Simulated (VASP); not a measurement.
# Al (Fm-3m) in VASP: further runs

Al is run at these levels: PBE+D4; tasks: single point.

Everything below comes from runs of VASP 6.6.1. Logs are shortened: lines on timing, memory, paths and dates and some standing lists are left out, and cuts for length are marked.

## 1. The cell of the first run

Symmetry: Fm-3m, No. 225, cubic system. The conventional cell has a = 3.914 Å, b = 3.914 Å, c = 3.914 Å, α = 90.00°, β = 90.00°, γ = 90.00°. Al (site symmetry m-3m) has 12 Al at 2.77 Å within 3.6 Å.

## 2. Single point, PBE+D4

File INCAR:

```
SYSTEM = Al
PREC     = Accurate       ! precision mode
ENCUT    = 520            ! plane-wave cutoff, eV
EDIFF    = 1E-7           ! SCF threshold, eV
ISMEAR   = 0              ! smearing method
SIGMA    = 0.1            ! smearing width, eV
LREAL    = .FALSE.        ! projectors in reciprocal space
LASPH    = .TRUE.         ! aspherical terms in the spheres
NELM     = 60             ! most SCF steps
ALGO     = Normal         ! electronic algorithm
ISIF     = 2              ! what is computed and relaxed
LWAVE    = .FALSE.        ! write WAVECAR
LCHARG   = .FALSE.        ! write CHGCAR
GGA      = PE             ! functional
IVDW     = 13             ! dispersion correction
NBANDS   = 8              ! bands
```

File KPOINTS:

```
regular mesh
0
G
  14 14 14
  0 0 0
```

File POSCAR:

```
Al
1.0
    0.0000000000      1.9569878781      1.9569878781
    1.9569878781      0.0000000000      1.9569878781
    1.9569878781      1.9569878781      0.0000000000
Al
1
Direct
    0.0000000000      0.0000000000      0.0000000000
```

Potentials or basis: VASP PAW PBE potentials, release 64 (Al).

Launch:

```sh
cat potpaw_PBE.64/Al/POTCAR > POTCAR
mpirun -np 1 vasp_std > vasp.out
```

OUTCAR:

```text
SYSTEM = Al
   PREC = Accurate
   ENCUT = 520
   EDIFF = 1E-7
   ISMEAR = 0
   LREAL = .FALSE.
   LASPH = .TRUE.
   NELM = 60
   ISIF = 2
   GGA = PE
   IVDW = 13

 ion  position               nearest neighbor table
   1  0.000  0.000  0.000-

  LATTYP: Found a face centered cubic cell.
 ALAT       =     3.9139757562

  Lattice vectors:

 A1 = (   0.0000000000,   1.9569878781,   1.9569878781)
 A2 = (   1.9569878781,   0.0000000000,   1.9569878781)
 A3 = (   1.9569878781,   1.9569878781,   0.0000000000)

Analysis of symmetry for initial positions (statically):
=====================================================================
 Subroutine PRICEL returns:
 Original cell was already a primitive cell.

 Routine SETGRP: Setting up the symmetry group for a
 face centered cubic supercell.

 Subroutine GETGRP returns: Found 48 space group operations
[... 9 lines left out ...]

 Routine SETGRP: Setting up the symmetry group for a
 face centered cubic supercell.

 Subroutine GETGRP returns: Found 48 space group operations
[... 11 lines left out ...]
                                     Primitive cell

  volume of cell :      14.9898

  direct lattice vectors                    reciprocal lattice vectors
     0.000000000  1.956987878  1.956987878    -0.255494684  0.255494684  0.255494684
     1.956987878  0.000000000  1.956987878     0.255494684 -0.255494684  0.255494684
     1.956987878  1.956987878  0.000000000     0.255494684  0.255494684 -0.255494684

  length of vectors
     2.767598799  2.767598799  2.767598799     0.442529774  0.442529774  0.442529774

  position of ions in fractional coordinates (direct lattice)
     0.000000000  0.000000000  0.000000000

  ion indices of the primitive-cell ions
   primitive index   ion index
                 1           1

----------------------------------------------------------------------------------------

 KPOINTS: regular mesh

Automatic generation of k-mesh.
 Grid dimensions read from file:
 generate k-points for:   14   14   14

 Generating k-lattice:

  Cartesian coordinates                     Fractional coordinates (reciprocal lattice)
    -0.018249620  0.018249620  0.018249620     0.071428571  0.000000000  0.000000000
     0.018249620 -0.018249620  0.018249620     0.000000000  0.071428571  0.000000000
     0.018249620  0.018249620 -0.018249620     0.000000000  0.000000000  0.071428571

  Length of vectors
     0.031609270  0.031609270  0.031609270

  Shift w.r.t. Gamma in fractional coordinates (k-lattice)
     0.000000000  0.000000000  0.000000000

 Subroutine IBZKPT returns following result:
 ===========================================

 Found    104 irreducible k-points:

 Following reciprocal coordinates:
            Coordinates               Weight
  0.000000  0.000000  0.000000      1.000000
  0.071429  0.000000  0.000000      8.000000
  0.142857  0.000000  0.000000      8.000000
  0.214286  0.000000  0.000000      8.000000
  0.285714  0.000000  0.000000      8.000000
  0.357143  0.000000  0.000000      8.000000
[... 16 lines left out ...]
  0.214286  0.142857  0.000000     24.000000
  0.285714  0.142857  0.000000     24.000000
 [... further k-points ...]
   k-points           NKPTS =    104   k-points in BZ     NKDIM =    104   number of bands    NBANDS=      8
   number of dos      NEDOS =    301   number of ions     NIONS =      1
   total plane-waves  NPLWV =  13824
   dimension x,y,z NGX =    24 NGY =   24 NGZ =   24
   dimension x,y,z NGXF=    48 NGYF=   48 NGZF=   48
   ions per type =               1
   NGX,Y,Z   is equivalent  to a cutoff of  14.42, 14.42, 14.42 a.u.
   NGXF,Y,Z  is equivalent  to a cutoff of  28.83, 28.83, 28.83 a.u.
 SYSTEM =  Al
   PREC   = accura    normal or accurate (medium, high low for compatibility)
   ISTART =      0    job   : 0-new  1-cont  2-samecut
   ICHARG =      2    charge: 1-file 2-atom 10-const
   ISPIN  =      1    spin polarized calculation?
   LNONCOLLINEAR =      F non collinear calculations
   LSORBIT =      F    spin-orbit coupling
   LASPH  =      T    aspherical Exc in radial PAW
   ENCUT  =  520.0 eV  38.22 Ry    6.18 a.u.   5.15  5.15  5.15*2*pi/ulx,y,z
   NELM   =     60;   NELMIN=  2; NELMDL= -5     # of ELM steps
   EDIFF  = 0.1E-06   stopping-criterion for ELM
   LREAL  =      F    real-space projection
   EDIFFG = 0.1E-05   stopping-criterion for IOM
   NSW    =      0    number of steps for IOM
   IBRION =     -1    ionic relax: 0-MD 1-quasi-New 2-CG
   NFREE  =      0    steps in history (QN), initial steepest desc. (CG)
   ISIF   =      2    stress and relaxation
   ISYM   =      2    0-nonsym 1-usesym 2-fastsym
   POTIM  = 0.5000    time-step for ionic-motion
   TEBEG  =    0.0;   TEEND  =   0.0 temperature during run
   PSTRESS=    0.0 pullay stress
   NELECT =       3.0000    total number of electrons
   NUPDOWN=      -1.0000    fix difference up-down
   EMIN   =  10.00;   EMAX   =-10.00  energy-range for DOS
   EFERMI =   0.00;   METHOD = LEGACY
   ISMEAR =     0;   SIGMA  =   0.10  broadening in eV -4-tet -1-fermi 0-gaus
   EFERMI_NEDOS =   21; number of points for ismear=-14 and -15
   IALGO  =     38    algorithm
   IMIX   =      4    mixing-type and parameters
     AMIX     =   0.40;   BMIX     =  1.00
     AMIX_MAG =   1.60;   BMIX_MAG =  1.00
  volume/ion in A,a.u.               =      14.99       101.16
  Fermi-wavevector in a.u.,A,eV,Ry     =   0.957599  1.809600 12.476492  0.916996
  Thomas-Fermi vector in A             =   2.086632
   LORBIT       =      0    0 simple, 1 ext, 2 COOP (PROOUT), +10 PAW based schemes
   GGA     = PE    functional components
   LHFCALC =     F    Hartree Fock is set to
   AEXX    =    0.0000 exact exchange contribution
   IVDW    =    13    specifies the selected vdW correction
   LEPSILON=     F    determine dielectric tensor
   LRPA    =     F    only Hartree local field effects (RPA)
 non-spin polarized calculation
 Gauss-broadening in eV      SIGMA  =   0.10
  energy-cutoff  :      520.00
  volume of cell :       14.99
 maximum number of plane-waves:       415
 NGX is ok and might be reduce to    24
   NGX = 11   NGY = 11   NGZ = 11

 number of electron       3.0000000 magnetization

 Free energy of the ion-electron system (eV)
  ---------------------------------------------------
  ext. energy  EPLUGINS =         0.00000000
  ---------------------------------------------------
  free energy    TOTEN  =        -3.70260160 eV

  energy without entropy =       -3.70045518  energy(sigma->0) =       -3.70152839

 E-fermi :   9.0150     XC(G=0): -10.5495

 val. band max:        8.9221310496   @ k =  -0.3571   0.4286   0.2143
 cond. band min:       9.0298230343   @ k =   0.5000   0.2857   0.0000
 fundamental gap:      0.1076919847
 Fermi energy:         9.0149949309

 k-point     1 :       0.0000    0.0000    0.0000
  band No.  band energies     occupation
      1      -2.7762      2.00000
      2      22.2038      0.00000
      3      22.2038      0.00000
      4      22.2038      0.00000
      5      24.4533      0.00000
      6      24.4533      0.00000
      7      24.4533      0.00000
      8      26.2177      0.00000

 k-point     2 :       0.0714    0.0000    0.0000
  band No.  band energies     occupation
      1      -2.6284      2.00000
      2      20.0841      0.00000
      3      21.8420      0.00000
      4      21.8420      0.00000
      5      24.8975      0.00000
      6      25.0520      0.00000
      7      25.0520      0.00000
      8      27.7865      0.00000

 k-point     3 :       0.1429    0.0000    0.0000
  band No.  band energies     occupation
      1      -2.1861      2.00000
      2      17.0569      0.00000
      3      21.2572      0.00000
      4      21.2572      0.00000
      5      24.7036      0.00000
      6      26.2350      0.00000
      7      26.2350      0.00000
      8      27.3036      0.00000

 k-point     4 :       0.2143    0.0000    0.0000
  band No.  band energies     occupation
      1      -1.4524      2.00000
      2      14.0935      0.00000
      3      20.8004      0.00000
      4      20.8004      0.00000
      5      24.4178      0.00000
      6      25.4652      0.00000
      7      25.4652      0.00000
      8      28.1818      0.00000

 k-point     5 :       0.2857    0.0000    0.0000
  band No.  band energies     occupation
      1      -0.4322      2.00000
      2      11.3067      0.00000
      3      20.5486      0.00000
      4      20.5486      0.00000
      5      24.0913      0.00000
      6      24.0913      0.00000
      7      24.2516      0.00000
      8      28.3370      0.00000

 k-point     6 :       0.3571    0.0000    0.0000
  band No.  band energies     occupation
      1       0.8676      2.00000
      2       8.7347      1.99993
      3      20.5201      0.00000
      4      20.5201      0.00000
      5      22.9200      0.00000
      6      22.9200      0.00000
      7      24.2868      0.00000
      8      27.1279      0.00000

 k-point     7 :       0.4286    0.0000    0.0000
  band No.  band energies     occupation
      1       2.4360      2.00000
      2       6.4000      2.00000
      3      20.7089      0.00000
      4      20.7089      0.00000
      5      22.0030      0.00000
      6      22.0030      0.00000
      7      24.5378      0.00000
      8      26.1366      0.00000

 k-point     8 :       0.5000    0.0000    0.0000
  band No.  band energies     occupation
      1       4.0561      2.00000
      2       4.5240      2.00000
      3      20.9533      0.00000
      4      20.9533      0.00000
      5      21.5149      0.00000
      6      21.5149      0.00000
      7      24.8049      0.00000
      8      25.6172      0.00000

 k-point     9 :       0.0714    0.0714    0.0000
  band No.  band energies     occupation
      1      -2.5792      2.00000
      2      20.9028      0.00000
      3      20.9028      0.00000
      4      20.9768      0.00000
      5      23.9854      0.00000
      6      26.0510      0.00000
      7      26.0510      0.00000
      8      27.3358      0.00000

 k-point    10 :       0.1429    0.0714    0.0000
  band No.  band energies     occupation
      1      -2.2352      2.00000
      2      18.1147      0.00000
      3      20.1080      0.00000
      4      21.2067      0.00000
      5      24.2392      0.00000
      6      25.5275      0.00000
      7      26.3371      0.00000
      8      27.3289      0.00000
[... 78 lines left out ...]
 k-point    18 :      -0.2857    0.0714    0.0000
  band No.  band energies     occupation
      1       0.0989      2.00000
      2      10.5337      0.00000
      3      18.1399      0.00000
      4      22.0594      0.00000
      5      22.3505      0.00000
      6      23.9572      0.00000
      7      25.2856      0.00000
      8      29.1526      0.00000

 k-point    19 :      -0.2143    0.0714    0.0000
  band No.  band energies     occupation
      1      -1.0142      2.00000
      2      13.2342      0.00000
      3      18.3542      0.00000
      4      22.3125      0.00000
      5      23.5836      0.00000
      6      25.1360      0.00000
      7      25.5017      0.00000
      8      27.3886      0.00000

 k-point    20 :      -0.1429    0.0714    0.0000
  band No.  band energies     occupation
      1      -1.8432      2.00000
      2      16.0913      0.00000
      3      18.8383      0.00000
      4      22.5767      0.00000
      5      25.0523      0.00000
      6      25.4533      0.00000
      7      25.8363      0.00000
      8      26.8072      0.00000

 k-point    21 :      -0.0714    0.0714    0.0000
  band No.  band energies     occupation
      1      -2.3825      2.00000
      2      18.7683      0.00000
      3      19.8166      0.00000
      4      22.5879      0.00000
      5      24.7198      0.00000
      6      25.4117      0.00000
      7      26.2255      0.00000
      8      26.9951      0.00000

 k-point    22 :       0.1429    0.1429    0.0000
  band No.  band energies     occupation
      1      -1.9900      2.00000
      2      19.0835      0.00000
      3      19.1847      0.00000
      4      19.1847      0.00000
      5      22.8203      0.00000
      6      23.6181      0.00000
      7      28.6128      0.00000
      8      28.6128      0.00000

 k-point    23 :       0.2143    0.1429    0.0000
  band No.  band energies     occupation
      1      -1.4524      2.00000
      2      16.3680      0.00000
      3      18.5007      0.00000
      4      19.6319      0.00000
      5      21.6695      0.00000
      6      23.0885      0.00000
      7      29.0746      0.00000
      8      29.4083      0.00000

 k-point    24 :       0.2857    0.1429    0.0000
  band No.  band energies     occupation
      1      -0.6259      2.00000
      2      13.5513      0.00000
      3      18.0596      0.00000
      4      19.4036      0.00000
      5      20.2649      0.00000
      6      24.3933      0.00000
      7      28.3756      0.00000
      8      29.0353      0.00000

 [... further k-points ...]

------------------------ aborting loop because EDIFF is reached ----------------------------------------

  DFT-D4 for vdW energy calculation

  Edisp (eV):   -0.37701

  FORCE on cell =-STRESS in cart. coord.  units (eV):
  Direction    XX          YY          ZZ          XY          YZ          ZX
  --------------------------------------------------------------------------------------
  -------------------------------------------------------------------------------------
  Total       0.46466     0.46466     0.46466    -0.00000     0.00000    -0.00000
  in kB      49.66559    49.66559    49.66559    -0.00000     0.00000    -0.00000
  external pressure =       49.67 kB  Pullay stress =        0.00 kB

 VOLUME and BASIS-vectors are now :
 -----------------------------------------------------------------------------
  energy-cutoff  :      520.00
  volume of cell :       14.99
      direct lattice vectors                 reciprocal lattice vectors
     0.000000000  1.956987878  1.956987878    -0.255494684  0.255494684  0.255494684
     1.956987878  0.000000000  1.956987878     0.255494684 -0.255494684  0.255494684
     1.956987878  1.956987878  0.000000000     0.255494684  0.255494684 -0.255494684

 POSITION                                       TOTAL-FORCE (eV/Angst)
 -----------------------------------------------------------------------------------
      0.00000      0.00000      0.00000         0.000000      0.000000      0.000000
 -----------------------------------------------------------------------------------
    total drift:                                0.000000     -0.000000     -0.000000

  FREE ENERGIE OF THE ION-ELECTRON SYSTEM (eV)
  ---------------------------------------------------
  free  energy   TOTEN  =        -4.0796083001 eV

  energy  without entropy=       -4.0774618768  energy(sigma->0) =       -4.07853509
```

Run time: 6.8 s. Hardware: 1 thread of AMD EPYC 9R45 (Zen 5), shared host; peak memory 0.1 GiB.

What came out:

```yaml
Free_energy: -4.0796 eV
Pressure: 5.0 GPa
Dispersion_energy_per_atom: -0.377 eV
```

Levels at points of the mesh, in eV from the Fermi level:
```csv
k point,band 1,band 2,band 3,band 4,band 5,band 6
"(0.00, 0.00, 0.00)",-11.79,13.19,13.19,13.19,15.44,15.44
"(0.50, 0.00, 0.00)",-4.96,-4.49,11.94,11.94,12.50,12.50
"(0.50, 0.50, 0.00)",-3.13,-1.61,5.30,6.09,6.09,10.06
```

Caveat: pairwise dispersion overbinds metals, which lowers pressure and volume.

## 3. Single point, PBE+D4

This run uses another cell than the first one, of 15.79 Å³/atom, 1.054 times its volume.

File INCAR:

```
  PREC = Accurate
  ENCUT = 520
  EDIFF = 1E-7
  ISMEAR = 0
  SIGMA = 0.1
  LREAL = F
  LASPH = T
  NELM = 60
  ALGO = Normal
  ISIF = 2
  LWAVE = F
  LCHARG = F
  GGA = PE
  IVDW = 13
  NBANDS = 8
```

File KPOINTS:

```
regular mesh
0
Gamma
  14 14 14
```

File POSCAR:

```
Al
1.0
    0.0000000000      1.9913319389      1.9913319389
    1.9913319389      0.0000000000      1.9913319389
    1.9913319389      1.9913319389      0.0000000000
Al
1
Direct
    0.0000000000      0.0000000000      0.0000000000
```

Potentials or basis: VASP PAW PBE potentials, release 64 (Al).

Launch:

```sh
cat potpaw_PBE.64/Al/POTCAR > POTCAR
mpirun -np 1 vasp_std > vasp.out
```

Run time: 7.1 s. Hardware: 1 thread of AMD EPYC 9R45 (Zen 5), shared host; peak memory 0.1 GiB.

Results (log left out):

| Item | Value |
| --- | --- |
| Free energy | -4.0913 eV |
| Pressure | -0.1 GPa |
| Dispersion energy per atom | -0.359 eV |

Levels at points of the mesh, in eV from the Fermi level:
```
           k point  band 1  band 2  band 3  band 4  band 5  band 6
(0.00, 0.00, 0.00)  -11.40   12.90   12.90   12.90   14.73   14.73
(0.50, 0.00, 0.00)   -4.73   -4.40   11.70   11.70   11.92   11.92
(0.50, 0.50, 0.00)   -2.99   -1.58    5.30    5.84    5.84    9.53
```

Caveat: pairwise dispersion overbinds metals, which lowers pressure and volume.
